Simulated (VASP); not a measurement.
**Na: relaxation of cell and atoms with PBE+D4**

Crystal: Na.

```
Na
1.0
    -2.16220    2.16220    2.16220
     2.16220   -2.16220    2.16220
     2.16220    2.16220   -2.16220
Na
1
Direct
  0.00000 0.00000 0.00000
```

```yaml
Program: VASP 6.6.1
Task: relaxation of cell and atoms
Functional: PBE
Dispersion: D4
Potentials_or_basis: VASP PAW PBE potentials, release 64 (Na_pv)
Cutoff: 690 eV
k_mesh: 12 × 12 × 12
Occupations: methfessel-paxton, width 0.05 eV
Spin: no spin polarisation
Tolerance_level: standard
Purpose: cell
Passes: 3
Further_INCAR_settings: ALGO = Normal; EDIFF = 1e-07
```

```yaml
Relaxed_volume: 36.68 Å³/atom
Relaxed_cell: a = 3.625 Å, b = 3.625 Å, c = 3.625 Å, α = 109.47°, β = 109.47°, γ = 109.47°
Space_group_after_relaxing_to_0.1_Å: Im-3m (No. 229)
Energy_gained_by_relaxing: 7.8 meV/atom
Ionic_steps: 8
Pressure_after_relaxing: 0.0 GPa
Band_gap_on_the_k_mesh: zero (an odd number of electrons rules out a gap without spin polarisation)
Dispersion_energy_per_atom: -0.014 eV
```

Step by step:
```tsv
step	energy change (eV)	largest force (eV/Å)	pressure (GPa)	volume (Å³)
1	0.0000	0.0000	-0.64	40.43
2	-0.0034	0.0000	-0.52	39.49
3	-0.0081	0.0000	-0.03	36.75
4	-0.0081	0.0000	0.05	36.58
5	-0.0081	0.0000	-0.01	36.68
6	-0.0081	0.0000	0.00	36.68
7	-0.0078	0.0000	0.00	36.68
8	-0.0078	0.0000	0.00	36.68
```

Final structure:
```
CELL_PARAMETERS angstrom
-2.09311 2.09311 2.09311
2.09311 -2.09311 2.09311
2.09311 2.09311 -2.09311
ATOMIC_POSITIONS crystal
Na 0.00000 0.00000 0.00000
```

Levels at points of the mesh, in eV from the Fermi level:
```csv
k point,band 1,band 2,band 3,band 4,band 5,band 6
"(0.00, 0.00, 0.00)",-24.84,-24.84,-24.84,-3.24,11.86,11.86
"(0.50, 0.00, 0.00)",-24.87,-24.85,-24.84,0.82,1.29,8.31
"(0.50, 0.50, 0.50)",-24.86,-24.86,-24.86,4.59,4.59,4.99
```

It took 73 s on 1 thread of Intel(R) Xeon(R) Platinum 8259CL CPU @ 2.50GHz (Skylake/Cascade Lake) (shared host), peak memory 0.19 GiB.
